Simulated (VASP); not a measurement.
A run of VASP 6.6.1:

The input POSCAR:

```
BN
1.0
    0.0000000000      1.7867772104      1.7867772104
    1.7867772104      0.0000000000      1.7867772104
    1.7867772104      1.7867772104      0.0000000000
B N
1 1
Direct
    0.0000000000      0.0000000000      0.0000000000
    0.2500000000      0.2500000000      0.2500000000
```

File INCAR.step1:

```
SYSTEM = BN
ALGO     = Normal         ! electronic algorithm
EDIFF    = 1E-5           ! SCF threshold, eV
ENCUT    = 520            ! plane-wave cutoff, eV
GGA      = PE             ! functional
ISIF     = 2              ! what is computed and relaxed
ISMEAR   = 0              ! smearing method
LASPH    = .True.         ! aspherical terms in the spheres
LCHARG   = .False.        ! write CHGCAR
LREAL    = .False.        ! projectors in reciprocal space
LWAVE    = .True.         ! write WAVECAR
NBANDS   = 11             ! bands
NELM     = 100            ! most SCF steps
PREC     = Accurate       ! precision mode
SIGMA    = 0.01           ! smearing width, eV
```

The input INCAR.step2:

```
SYSTEM = BN
ALGO     = Normal         ! electronic algorithm
EDIFF    = 1E-6           ! SCF threshold, eV
ENCUT    = 520            ! plane-wave cutoff, eV
GGA      = PE             ! functional
HFSCREEN = 0.2079         ! screening, 1/A
ISIF     = 2              ! what is computed and relaxed
ISMEAR   = 0              ! smearing method
ISTART   = 1            
LASPH    = .True.         ! aspherical terms in the spheres
LCHARG   = .False.        ! write CHGCAR
LHFCALC  = .True.         ! exact exchange
LREAL    = .False.        ! projectors in reciprocal space
LWAVE    = .False.        ! write WAVECAR
NBANDS   = 11             ! bands
NELM     = 100            ! most SCF steps
PREC     = Accurate       ! precision mode
PRECFOCK = Normal       
SIGMA    = 0.01           ! smearing width, eV
```

KPOINTS

```
k-points
0
Gamma
  8 8 8
  0 0 0
```

Potentials or basis: VASP PAW PBE potentials, release 64 (B, N).

Launch:

```bash
$ cat potpaw_PBE.64/B/POTCAR potpaw_PBE.64/N/POTCAR > POTCAR
$ cp INCAR.step1 INCAR
$ mpirun -np 1 vasp_std > vasp.out
$ cp INCAR.step2 INCAR
$ mpirun -np 1 vasp_std > vasp.out
```

Hardware: 1 thread of Oxide Virtual Turin-like Processor (shared host).

**Question.** Estimate the wall time of this run.

**Answer.** It took 9.5 min on 1 thread of Oxide Virtual Turin-like Processor, with other jobs on the host, peak memory 0.2 GiB. Counts: k points 29.
